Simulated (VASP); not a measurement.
The system is Ta3Br.

```xyz
4
Lattice="4.2705 0.0000 0.0000 0.0000 4.2705 0.0000 0.0000 0.0000 4.2705" Properties=species:S:1:pos:R:3 pbc="T T T"
Ta    0.0000    2.1352    2.1352
Ta    2.1352    0.0000    2.1352
Ta    2.1352    2.1352    0.0000
Br    0.0000    0.0000    0.0000
```

| Quantity | Value |
| --- | --- |
| Program | VASP 6.6.1 |
| Task | relaxation of cell and atoms |
| Functional | r2SCAN |
| Potentials or basis | VASP PAW PBE potentials, release 64 (Ta_pv, Br) |
| Cutoff | 600 eV |
| k mesh | 4 × 4 × 4 |
| Occupations | gaussian, width 0.1 eV |
| Spin | no spin polarisation |

At the start: pressure -6.3 GPa; volume 19.47 Å³/atom.

Task: How do energy, volume and symmetry change on relaxing?

Result: Over 3 steps the energy falls by 18.1 meV/atom and the volume is 18.58 Å³/atom (-4.6 %); space group Pm-3m (No. 221, to 0.05 Å).

Step by step:
| step | energy change (eV) | largest force (eV/Å) | pressure (GPa) | volume (Å³) |
| --- | --- | --- | --- | --- |
| 1 | 0.0000 | 0.0000 | -6.31 | 77.88 |
| 2 | 0.0785 | 0.0000 | 10.91 | 69.55 |
| 3 | -0.0726 | 0.0000 | -0.04 | 74.33 |

Final structure:
```yaml
crystal:
  lattice:
    - [4.20464, 0.00000, 0.00000]
    - [0.00000, 4.20464, 0.00000]
    - [0.00000, 0.00000, 4.20464]
  atoms:
    - { symbol: Ta, position: [0.00000, 0.50000, 0.50000] }
    - { symbol: Ta, position: [0.50000, 0.00000, 0.50000] }
    - { symbol: Ta, position: [0.50000, 0.50000, 0.00000] }
    - { symbol: Br, position: [0.00000, 0.00000, 0.00000] }
```

Caveat: the k points lie up to 0.37 Å⁻¹ apart in the final cell; the PAW data sets were made with another functional, which shifts forces and pressure a little.
